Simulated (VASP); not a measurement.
**Pd: single point with LDA**

Crystal: Pd.

```xyz
2
Lattice="2.7837 0.0000 0.0000 -1.3918 2.4107 0.0000 0.0000 0.0000 4.6289" Properties=species:S:1:pos:R:3 pbc="T T T"
Pd    0.0000    1.6071    1.1572
Pd    1.3918    0.8036    3.4717
```

This isn't the form of Pd at room conditions, which is fcc.

```json
{
 "Program": "VASP 6.6.1",
 "Task": "single point",
 "Functional": "LDA",
 "Potentials or basis": "VASP PAW LDA potentials, release 64 (Pd)",
 "Cutoff": "520 eV",
 "k mesh": "11 × 11 × 6",
 "Occupations": "fermi-dirac, width 0.05 eV",
 "Spin": "no spin polarisation",
 "Dipole correction": "no",
 "Further INCAR settings": "ALGO = Fast; EDIFF = 1e-07; NBANDS = 17"
}
```

- Pressure: -15.4 GPa
- Band gap on the k mesh: zero (bands 10 and 11 overlap by 0.79 eV)

Stress tensor (GPa, compression positive):
```
-15.56   0.00   0.00
  0.00 -15.56   0.00
  0.00   0.00 -14.97
```

Levels at points of the mesh, in eV from the Fermi level:
| k point | band 8 | band 9 | band 10 | band 11 | band 12 | band 13 |
| --- | --- | --- | --- | --- | --- | --- |
| (0.00, 0.00, 0.00) | -1.57 | -1.57 | -0.22 | -0.22 | 0.90 | 6.57 |
| (0.00, 0.00, 0.50) | -2.60 | -0.66 | -0.66 | -0.66 | -0.66 | 13.65 |

Run time: 70 s on 1 thread of AMD EPYC 7R13 (shared host), peak memory 0.12 GiB.

Caveat: the cell stands under tension.
